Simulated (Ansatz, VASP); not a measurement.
## One calculation of Si7Ge, two programs

Contents of INCAR:

```
SYSTEM = Si7Ge
PREC = Accurate
ENCUT = 500
EDIFF = 1E-6
ISMEAR = 0
SIGMA = 0.03
LREAL = .False.
LASPH = .True.
NELM = 120
ALGO = Normal
ISIF = 2
LWAVE = .False.
LCHARG = .False.
GGA = PS
NBANDS = 31
GGA_COMPAT = .False.
```

KPOINTS

```
regular mesh
0
Gamma
  6 6 6
  0 0 0
```

The input POSCAR:

```
Si7Ge
1.0
    5.4589494008      0.0000000000     -0.3002422170
    0.0000000000      5.4589494008     -0.1501211085
   -0.3002422170     -0.1501211085      5.4589494008
Si Ge
7 1
Direct
    0.2525986838      0.2525986838      0.2525986838
    0.0000000000      0.5000000000      0.5000000000
    0.5000000000      0.5000000000      0.0000000000
    0.5000000000      0.0000000000      0.5000000000
    0.7474013162      0.2525986838      0.7474013162
    0.7474013162      0.7474013162      0.2525986838
    0.2525986838      0.7474013162      0.7474013162
    0.0000000000      0.0000000000      0.0000000000
```

Input for Ansatz:

```yaml
crystal:
  lattice:
    - [5.4589494008, 0.0, -0.300242217]
    - [0.0, 5.4589494008, -0.1501211085]
    - [-0.300242217, -0.1501211085, 5.4589494008]
  atoms:
    - { symbol: Si, position: [0.2525986838, 0.2525986838, 0.2525986838] }
    - { symbol: Si, position: [0.0, 0.5, 0.5] }
    - { symbol: Si, position: [0.5, 0.5, 0.0] }
    - { symbol: Si, position: [0.5, 0.0, 0.5] }
    - { symbol: Si, position: [0.7474013162, 0.2525986838, 0.7474013162] }
    - { symbol: Si, position: [0.7474013162, 0.7474013162, 0.2525986838] }
    - { symbol: Si, position: [0.2525986838, 0.7474013162, 0.7474013162] }
    - { symbol: Ge, position: [0.0, 0.0, 0.0] }
basis:
  ecutwfc: 420
kpoints:
  mp_grid: { grid: [6, 6, 6] }
hamiltonian:
  xc: pbesol
  pseudopotentials: { kind: paw, azcp: { folder: soft_1 } }
scf:
  occupations: { method: gaussian, width: 0.03 }
output:
  forces: true
  stress: true
  eigenvalues: true
```

Change from the starting cell: engineering shear strain xz -0.1100, engineering shear strain yz -0.0550.

Alike in both runs: task single point; functional PBEsol; k mesh 6 × 6 × 6; occupations gaussian, width 0.03 eV; no spin polarisation.

|  | VASP | Ansatz |
| --- | --- | --- |
| version | VASP 6.6.1 | Ansatz 0.2.0 |
| potentials or method | VASP PAW PBE potentials, release 64 (Si, Ge_d), cutoff 500 eV | scalar-relativistic, plane waves, PAW |
| valence electrons in the cell | 42 | 42 |

Ansatz gave:

| Item | Value |
| --- | --- |
| gap on the k mesh at the Fermi level (eV) | 0.11 |
| least direct gap on the mesh (eV) | 0.12 |
| pressure (GPa) | 1.8 |
| traceless stress, the component that is largest in VASP (GPa) | 11.23 |
| rms of the force components (eV/Å) | 0.750 |

Question: What did VASP give for the same quantities?

Answer: gap on the k mesh at the Fermi level (eV): 0.10; least direct gap on the mesh (eV): 0.13; pressure (GPa): 1.8; traceless stress, the component that is largest in VASP (GPa): 11.27; rms of the force components (eV/Å): 0.752.

VASP's potentials were made for PBE, not for PBEsol, and Ansatz warns of the same on its side. Atom by atom the forces differ by 0.005 eV/Å (rms over components). With one functional, cell and mesh, what is left measures potentials, basis and numerics.
